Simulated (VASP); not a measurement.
A run of VASP 6.6.1:

File INCAR:

```
SYSTEM = Mg2Zr3
ALGO = Fast ; EDIFF = 1E-6
ENCUT = 520 ; GGA = PE
ISIF = 2 ; ISMEAR = 0
LASPH = .TRUE. ; LCHARG = .FALSE.
LREAL = .FALSE. ; LWAVE = .FALSE.
NBANDS = 28 ; NELM = 60
PREC = Accurate ; SIGMA = 0.1
```

KPOINTS

```
k-points
0
G
  8 8 6
  0 0 0
```

The input POSCAR:

```
Mg2Zr3
1.0
    5.6782201555      0.0000000000      0.0000000000
    0.0000000000      5.6782201555      0.0000000000
    0.0000000000      0.0000000000      7.5747706581
Mg Zr
2 3
Direct
    0.0000000000      0.5000000000      0.0000000000
    0.5000000000      0.0000000000      0.0000000000
    0.0000000000      0.0000000000      0.0000000000
    0.0000000000      0.0000000000      0.3218572073
    0.0000000000      0.0000000000      0.6781427927
```

Potentials or basis: VASP PAW PBE potentials, release 64 (Mg, Zr_sv).

Command:

```sh
$ cat potpaw_PBE.64/Mg/POTCAR potpaw_PBE.64/Zr_sv/POTCAR > POTCAR
$ mpirun -np 1 vasp_std > vasp.out
```

Hardware: 1 thread of AMD EPYC 7R13 (shared host).

Q: Estimate the wall time of this run.

A: Wall time 36 min on 1 thread of AMD EPYC 7R13 (shared host), peak memory 0.51 GiB. Counts: scf iterations 38, k points 60.
